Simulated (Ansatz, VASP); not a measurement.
**Ta in VASP and in Ansatz**

Contents of INCAR:

```
ALGO     = Normal         # electronic algorithm
EDIFF    = 1E-6           # SCF threshold, eV
ENCUT    = 520            # plane-wave cutoff, eV
ISIF     = 2              # what is computed and relaxed
ISMEAR   = -1             # smearing method
LASPH    = T              # aspherical terms in the spheres
LCHARG   = F              # write CHGCAR
LREAL    = F              # projectors in reciprocal space
LWAVE    = F              # write WAVECAR
NBANDS   = 12             # bands
NELM     = 60             # most SCF steps
PREC     = Accurate       # precision mode
SIGMA    = 0.01           # smearing width, eV
```

The input KPOINTS:

```
k-points
0
Gamma
  14 14 14
```

File POSCAR:

```
Ta
1.0
   -1.6276710318      1.6276710318      1.6276710318
    1.6276710318     -1.6276710318      1.6276710318
    1.6276710318      1.6276710318     -1.6276710318
Ta
1
Direct
    0.0000000000      0.0000000000      0.0000000000
```

Input for Ansatz:

```yaml
crystal:
  lattice:
    - [-1.6276710318, 1.6276710318, 1.6276710318]
    - [1.6276710318, -1.6276710318, 1.6276710318]
    - [1.6276710318, 1.6276710318, -1.6276710318]
  atoms:
    - { symbol: Ta, position: [0.0, 0.0, 0.0] }
hamiltonian:
  xc: lda
  pseudopotentials:
    kind: paw
    azcp:
      Ta: "pseudopotentials/Ta.paw.azcp"
basis:
  ecutwfc: 420
  fft_grid_basis: typed
kpoints:
  mp_grid: { grid: [14, 14, 14], shift: [0, 0, 0] }
magnetization:
  spin_polarized: false
scf:
  occupations: { method: fermi_dirac, width: 0.01 }
  lower_state_search: "off"
output:
  stress: true
```

Alike in both runs: task single point; functional LDA; k mesh 14 × 14 × 14; occupations fermi-dirac, width 0.01 eV; no spin polarisation.

|  | VASP | Ansatz |
| --- | --- | --- |
| version | VASP 6.6.1 | Ansatz 0.2.0 |
| potentials or method | VASP PAW LDA potentials, release 64 (Ta_pv), cutoff 520 eV | plane waves (420 eV) with PAW, scalar-relativistic |
| valence electrons in the cell | 11 | 13 |

Ansatz gave:

| Item | Value |
| --- | --- |
| pressure (GPa) | 0.0 |

Task: Estimate VASP's values.

Result: Pressure (GPa): 0.9.

Ansatz warns that its potentials were made for another functional, while VASP's fit it. LDA's correlation is that of Perdew and Zunger in VASP and of Perdew and Wang (1992) in Ansatz. VASP's potentials hold 11 valence electrons a cell and Ansatz's 13, so a difference there can come from the potentials and not from the codes.

Spin-orbit coupling is off throughout.
